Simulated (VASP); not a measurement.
Input of a VASP 6.6.1 run:

Contents of INCAR:

```
  ALGO = Normal
  EDIFF = 1E-7
  ENCUT = 520
  GGA = PE
  ISIF = 2
  ISMEAR = -1
  LASPH = True
  LCHARG = False
  LREAL = False
  LWAVE = False
  NBANDS = 16
  NELM = 100
  PREC = Accurate
  SIGMA = 0.02
```

Contents of KPOINTS:

```
k-points
0
Gamma
  10 10 10
```

File POSCAR:

```
ZnO
1.0
    0.0000000000      2.2191212019      2.0433046071
    2.2191212019      0.0000000000      2.0433046071
    2.2191212019      2.2191212019      0.0000000000
Zn O
1 1
Direct
    0.0000000000      0.0000000000      0.0000000000
    0.5000000000      0.5000000000      0.5000000000
```

Potentials or basis: VASP PAW PBE potentials, release 64 (Zn, O).

Run with:

```bash
$ cat potpaw_PBE.64/Zn/POTCAR potpaw_PBE.64/O/POTCAR > POTCAR
$ mpirun -np 1 vasp_std > vasp.out
```

Task: What does it give for the band gap on the k mesh?

Result: 0.62 eV, indirect (least direct gap 1.98 eV).

Task: What does it give for the pressure?

Result: 4.3 GPa.

Stress tensor (GPa, compression positive):
```
 1.46  0.00  0.00
 0.00  1.46  0.00
 0.00  0.00 10.08
```

Caveat: the cell differs from its parent crystal (epitaxial xy strain +4.0%). A k mesh can miss the band edges.
